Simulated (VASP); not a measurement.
Write the native input for VASP 6.6.1 that does the following.

- Task: single point
- Functional: PBEsol
- Potentials or basis: VASP PAW PBE potentials, release 64 (Al, N)
- Cutoff: 520 eV
- k mesh: 9 × 9 × 6
- Occupations: gaussian, width 0.05 eV
- Spin: no spin polarisation
- Dipole correction: no
- Further INCAR settings: ALGO = Normal; EDIFF = 1e-07; NBANDS = 16

The structure of AlN lies in POSCAR:

```
AlN
1.0
    3.2897806473      0.0000000000      0.0000000000
   -1.6448903237      2.8490336134      0.0000000000
    0.0000000000      0.0000000000      3.8691110193
Al N
2 2
Direct
    0.3333333333      0.6666666667      0.7500000000
    0.6666666667      0.3333333333      0.2500000000
    0.3333333333      0.6666666667      0.2500000000
    0.6666666667      0.3333333333      0.7500000000
```

This cell differs from its parent crystal: volume 9.066 Å^3 an atom, c/a of the conventional cell 1.1761.

The input as run:

INCAR

```
ALGO = Normal
EDIFF = 1E-7
ENCUT = 520
GGA = PS
ISIF = 2
ISMEAR = 0
LASPH = T
LCHARG = F
LREAL = F
LWAVE = F
NBANDS = 16
NELM = 80
PREC = Accurate
SIGMA = 0.05
```

KPOINTS

```
k-points
0
Gamma
  9 9 6
```

Potentials or basis: VASP PAW PBE potentials, release 64 (Al, N).

Command:

```console
$ cat potpaw_PBE.64/Al/POTCAR potpaw_PBE.64/N/POTCAR > POTCAR
$ mpirun -np 1 vasp_std > vasp.out
```

It gave:

```
Pressure               : 18.9 GPa
Band gap on the k mesh : 3.99 eV, direct
```

Caveat: the PAW data sets were made with another functional, which shifts forces and pressure a little.

Run time: 15 s on 1 thread of AMD EPYC 9R14 (Zen 4), with other jobs on the host, peak memory 0.12 GiB.
